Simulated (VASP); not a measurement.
A run of VASP 6.6.1 is set up as follows.

INCAR

```
PREC = Accurate
ENCUT = 520
EDIFF = 1E-8
ISMEAR = -1
SIGMA = 0.05
LREAL = False
LASPH = True
NELM = 60
ALGO = Normal
ISIF = 2
LWAVE = False
LCHARG = False
GGA = PE
LEFG = True
NBANDS = 25
```

File KPOINTS:

```
Automatic mesh
0
Gamma
  10 10 6
```

File POSCAR:

```
CuO
1.0
    3.1795331000      0.0000000000      0.0000000000
   -1.5897665500      2.7535564400      0.0000000000
    0.0000000000      0.0000000000      4.4314907300
Cu O
2 2
Direct
    0.0000000000      0.0000000000      0.0000000000
    0.0000000000      0.0000000000      0.5000000000
    0.3333333333      0.6666666667      0.2500000000
    0.6666666667      0.3333333333      0.7500000000
```

Potentials or basis: VASP PAW PBE potentials, release 64 (Cu, O).

Command:

```bash
$ cat potpaw_PBE.64/Cu/POTCAR potpaw_PBE.64/O/POTCAR > POTCAR
$ mpirun -np 1 vasp_std > vasp.out
```

Estimate the pressure.

6.5 GPa.

What does it give for the band gap on the k mesh?

Zero (band 17 reaches 6.32 eV, above the bottom of band 18 at 5.18 eV).

Electric field gradients, principal values (V/Å²):
```csv
atom,least,middle,greatest (by size)
1 Cu,20.021,20.029,-40.050
2 Cu,20.021,20.029,-40.050
3 O,17.932,17.935,-35.867
4 O,17.932,17.935,-35.867
```

Caveat: without QUAD_EFG the Cq values of the log hold for a quadrupole moment of 1 mb, not for the nuclei; semilocal functionals often make such compounds metallic where correlation or magnetic order opens a gap, which also shifts bond lengths. With open d or f shells a metallic result of PBE can be an artefact of self-interaction; +U or a hybrid may open a gap.
